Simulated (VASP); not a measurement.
# MgO (Pm-3m) in VASP: a series of runs, part 2 of 2

VASP 6.6.1. Earlier steps stand in the parts before.

## Step 5: Single point, PBE-based screened hybrid with 30 % exact exchange

The input, POSCAR:

```
MgO
1.0
    2.6233491278      0.0000000000      0.0000000000
    0.0000000000      2.6233491278      0.0000000000
    0.0000000000      0.0000000000      2.6233491278
Mg O
1 1
Direct
    0.0000000000      0.0000000000      0.0000000000
    0.5000000000      0.5000000000      0.5000000000
```

The input, INCAR.step1:

```
  PREC = Accurate
  ENCUT = 520
  EDIFF = 1E-5
  ISMEAR = 0
  SIGMA = 0.01
  LREAL = F
  LASPH = T
  NELM = 60
  ALGO = Normal
  ISIF = 2
  LWAVE = T
  LCHARG = F
  GGA = PE
  NBANDS = 11
```

The input, INCAR.step2:

```
  PREC = Accurate
  ENCUT = 520
  EDIFF = 1E-6
  ISMEAR = 0
  SIGMA = 0.01
  LREAL = F
  LASPH = T
  NELM = 60
  ALGO = Normal
  ISIF = 2
  LWAVE = F
  LCHARG = F
  GGA = PE
  LHFCALC = T
  AEXX = 0.3
  HFSCREEN = 0.5
  PRECFOCK = Normal
  ISTART = 1
  NBANDS = 11
```

The input, KPOINTS:

```
regular mesh
0
Gamma
  4 4 4
```

Potentials or basis: VASP PAW PBE potentials, release 64 (Mg, O).

The run is started by

```
$ cat potpaw_PBE.64/Mg/POTCAR potpaw_PBE.64/O/POTCAR > POTCAR
$ cp INCAR.step1 INCAR
$ mpirun -np 1 vasp_std > vasp.out
$ cp INCAR.step2 INCAR
$ mpirun -np 1 vasp_std > vasp.out
```

OUTCAR:

```text
PREC = Accurate
   ENCUT = 520
   EDIFF = 1E-6
   ISMEAR = 0
   LREAL = F
   LASPH = T
   NELM = 60
   ISIF = 2
   GGA = PE
   LHFCALC = T
   AEXX = 0.3
   HFSCREEN = 0.5
   PRECFOCK = Normal
   ISTART = 1

 ion  position               nearest neighbor table
   1  0.000  0.000  0.000-   2 2.27   2 2.27   2 2.27   2 2.27   2 2.27   2 2.27   2 2.27   2 2.27

   2  0.500  0.500  0.500-   1 2.27   1 2.27   1 2.27   1 2.27   1 2.27   1 2.27   1 2.27   1 2.27

  LATTYP: Found a simple cubic cell.
 ALAT       =     2.6233491278

  Lattice vectors:

 A1 = (   2.6233491278,   0.0000000000,   0.0000000000)
 A2 = (   0.0000000000,   2.6233491278,   0.0000000000)
 A3 = (   0.0000000000,   0.0000000000,   2.6233491278)

Analysis of symmetry for initial positions (statically):
=====================================================================
 Subroutine PRICEL returns:
 Original cell was already a primitive cell.

 Routine SETGRP: Setting up the symmetry group for a
 simple cubic supercell.

 Subroutine GETGRP returns: Found 48 space group operations
[... 165 lines left out ...]

 k-point     1 :       0.0000    0.0000    0.0000
  band No.  band energies     occupation
      1     -16.0230      2.00000
      2       3.2085      2.00000
      3       3.2085      2.00000
      4       3.2085      2.00000
      5       7.9840      0.00000
      6      15.9684      0.00000
      7      15.9684      0.00000
      8      26.5402      0.00000
      9      26.5402      0.00000
     10      26.5402      0.00000
     11      33.4778      0.00000
[... 113 lines left out ...]
 k-point    10 :       0.5000    0.5000    0.5000
  band No.  band energies     occupation
      1     -12.9115      2.00000
      2       0.3797      2.00000
      3       0.3797      2.00000
      4       0.3797      2.00000
      5      12.9735      0.00000
      6      12.9735      0.00000
      7      12.9735      0.00000
      8      22.2482      0.00000
      9      25.1543      0.00000
     10      25.1543      0.00000
     11      25.1543      0.00000

------------------------ aborting loop because EDIFF is reached ----------------------------------------

  FORCE on cell =-STRESS in cart. coord.  units (eV):
  Direction    XX          YY          ZZ          XY          YZ          ZX
  --------------------------------------------------------------------------------------
  -------------------------------------------------------------------------------------
  Total       -0.1359977     -0.1359977     -0.1359977     -0.0000000     -0.0000000     -0.0000000
  in kB      -12.0690673    -12.0690673    -12.0690673     -0.0000000     -0.0000000     -0.0000000
  external PRESSURE =     -12.0690673 kB  Pullay stress =       0.0000000 kB

 VOLUME and BASIS-vectors are now :
 -----------------------------------------------------------------------------
  energy-cutoff  :      520.00
  volume of cell :       18.05
      direct lattice vectors                 reciprocal lattice vectors
     2.623349128  0.000000000  0.000000000     0.381192114  0.000000000  0.000000000
     0.000000000  2.623349128  0.000000000     0.000000000  0.381192114  0.000000000
     0.000000000  0.000000000  2.623349128     0.000000000  0.000000000  0.381192114

 POSITION                                       TOTAL-FORCE (eV/Angst)
 -----------------------------------------------------------------------------------
      0.00000      0.00000      0.00000         0.000000      0.000000      0.000000
      1.31167      1.31167      1.31167         0.000000      0.000000      0.000000
 -----------------------------------------------------------------------------------
    total drift:                               -0.000049     -0.000049     -0.000049

  FREE ENERGIE OF THE ION-ELECTRON SYSTEM (eV)
  ---------------------------------------------------
  free  energy   TOTEN  =       -12.1582142712 eV

  energy  without entropy=      -12.1582142712  energy(sigma->0) =      -12.15821427
```

OUTCAR.step1:

```text
PREC = Accurate
   ENCUT = 520
   EDIFF = 1E-5
   ISMEAR = 0
   LREAL = F
   LASPH = T
[... 345 lines left out ...]
 -----------------------------------------------------------------------------------
      0.00000      0.00000      0.00000         0.000000      0.000000      0.000000
      1.31167      1.31167      1.31167         0.000000      0.000000      0.000000
 -----------------------------------------------------------------------------------
    total drift:                                0.000000      0.000000      0.000000

  FREE ENERGIE OF THE ION-ELECTRON SYSTEM (eV)
  ---------------------------------------------------
  free  energy   TOTEN  =       -10.3485605976 eV

  energy  without entropy=      -10.3485605976  energy(sigma->0) =      -10.34856060
```

Run time: 62 s. Hardware: 1 thread of Intel Xeon Platinum 8375C at 2.90GHz (Ice Lake), shared host; peak memory 0.23 GiB.

What came out:

```yaml
Free_energy: -12.1582 eV
Pressure: -1.2 GPa
Band_gap_on_the_k_mesh: 3.67 eV (least direct gap 4.78 eV)
```

Caveat: the k points lie up to 0.60 Å⁻¹ apart; the structure was generated, so it needn't be the stable form of MgO; the PAW data sets were made with another functional, which shifts forces and pressure a little. A k mesh can miss the band edges.

## Step 6: Single point, PBE-based screened hybrid with 15 % exact exchange

POSCAR is that of step 5.

The input, INCAR.step1:

```
SYSTEM = MgO
ALGO = Normal
EDIFF = 1E-5
ENCUT = 520
GGA = PE
ISIF = 2
ISMEAR = 0
LASPH = .TRUE.
LCHARG = .FALSE.
LREAL = .FALSE.
LWAVE = .TRUE.
NBANDS = 11
NELM = 100
PREC = Accurate
SIGMA = 0.01
```

The input, INCAR.step2:

```
SYSTEM = MgO
AEXX = 0.15
ALGO = Normal
EDIFF = 1E-6
ENCUT = 520
GGA = PE
HFSCREEN = 0.1
ISIF = 2
ISMEAR = 0
ISTART = 1
LASPH = .TRUE.
LCHARG = .FALSE.
LHFCALC = .TRUE.
LREAL = .FALSE.
LWAVE = .FALSE.
NBANDS = 11
NELM = 100
PREC = Accurate
PRECFOCK = Normal
SIGMA = 0.01
```

The input, KPOINTS:

```
k-points
0
G
  4 4 4
  0 0 0
```

Potentials or basis: VASP PAW PBE potentials, release 64 (Mg, O).

The run is started by

```
$ cat potpaw_PBE.64/Mg/POTCAR potpaw_PBE.64/O/POTCAR > POTCAR
$ cp INCAR.step1 INCAR
$ mpirun -np 1 vasp_std > vasp.out
$ cp INCAR.step2 INCAR
$ mpirun -np 1 vasp_std > vasp.out
```

Wall time 50 s (1 thread of Intel Xeon Platinum 8375C at 2.90GHz (Ice Lake), shared host); peak memory 0.22 GiB.

It converged, with:

```yaml
Free_energy: -11.8645 eV
Pressure: 1.3 GPa
Band_gap_on_the_k_mesh: 3.75 eV (least direct gap 4.83 eV)
```

Levels at points of the mesh, in eV from the valence-band top:
```tsv
k point	band 1	band 2	band 3	band 4	band 5	band 6	band 7	band 8
(0.00, 0.00, 0.00)	-19.61	-1.08	-1.08	-1.08	3.75	11.70	11.70	22.10
(0.50, 0.00, 0.00)	-18.32	-6.86	-0.60	-0.60	8.35	11.02	15.94	18.83
(0.50, 0.50, 0.00)	-17.41	-4.99	-4.99	0.00	6.13	13.80	13.80	14.79
(0.50, 0.50, 0.50)	-16.52	-3.86	-3.86	-3.86	8.73	8.73	8.73	17.94
```

Caveat: the k points lie up to 0.60 Å⁻¹ apart; the structure was generated, so it needn't be the stable form of MgO; the PAW data sets were made with another functional, which shifts forces and pressure a little.

## Step 7: Overview

| level | k mesh | smearing | grid for exact exchange (PRECFOCK) | share of exact exchange | screening parameter | gap on the mesh (eV) | pressure (GPa) |
| --- | --- | --- | --- | --- | --- | --- | --- |
| r2SCAN | 6 × 6 × 6 | gaussian 0.01 eV | - | - | - | 3.45 | -1.2 |
| r2SCAN | 6 × 6 × 6 | methfessel-paxton 0.2 eV | - | - | - | 3.45 | -1.2 |
| HSE06 | 4 × 4 × 4 | gaussian 0.01 eV | Normal | 0.25 | 0.2079 1/Å | 4.15 | -1.2 |
| PBE-based screened hybrid with 30 % exact exchange | 4 × 4 × 4 | gaussian 0.01 eV | Normal | 0.3 | 0.5 1/Å | 3.67 | -1.2 |
| PBE-based screened hybrid with 15 % exact exchange | 4 × 4 × 4 | gaussian 0.01 eV | Normal | 0.15 | 0.1 1/Å | 3.75 | 1.3 |

Alike in all rows: task single point; potentials or basis VASP PAW PBE potentials, release 64 (Mg, O); no spin polarisation; cell as given; cutoff (eV) 520.

Caveats: some runs use coarse meshes; the structure was generated, so it needn't be the stable form of MgO; the PAW data sets were made with another functional, which shifts forces and pressure a little.

Total energies depend on the potentials used, so only differences within one code and one set of settings carry meaning.
